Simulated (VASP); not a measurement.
The system is ZnS.

```
CELL_PARAMETERS angstrom
0.00000 2.68500 2.68500
2.68500 0.00000 2.68500
2.68500 2.68500 0.00000
ATOMIC_POSITIONS crystal
Zn 0.00000 0.00000 0.00000
S 0.25000 0.25000 0.25000
```

- Program: VASP 6.6.1
- Task: relaxation of cell and atoms
- Functional: PBE
- Potentials or basis: VASP PAW PBE potentials, release 64 (Zn, S)
- Cutoff: 500 eV
- k mesh: 10 × 10 × 10
- Occupations: gaussian, width 0.02 eV
- Spin: no spin polarisation

At the start: pressure 3.3 GPa; volume 19.36 Å³/atom.

How do energy, volume and symmetry change on relaxing?

Over 3 steps the energy falls by 8.2 meV/atom and the volume is 20.20 Å³/atom (+4.3 %); space group F-43m (No. 216, to 0.1 Å) before and after.

Step by step:
| step | energy change (eV) | largest force (eV/Å) | pressure (GPa) | volume (Å³) |
| --- | --- | --- | --- | --- |
| 1 | 0.0000 | 0.0000 | 3.27 | 38.71 |
| 2 | -0.0148 | 0.0000 | -0.93 | 40.97 |
| 3 | -0.0165 | 0.0000 | 0.01 | 40.40 |

Final structure:
```xyz
2
Lattice="0.0000 2.7233 2.7233 2.7233 0.0000 2.7233 2.7233 2.7233 0.0000" Properties=species:S:1:pos:R:3 pbc="T T T"
Zn    0.0000    0.0000    0.0000
S     1.3617    1.3617    1.3617
```
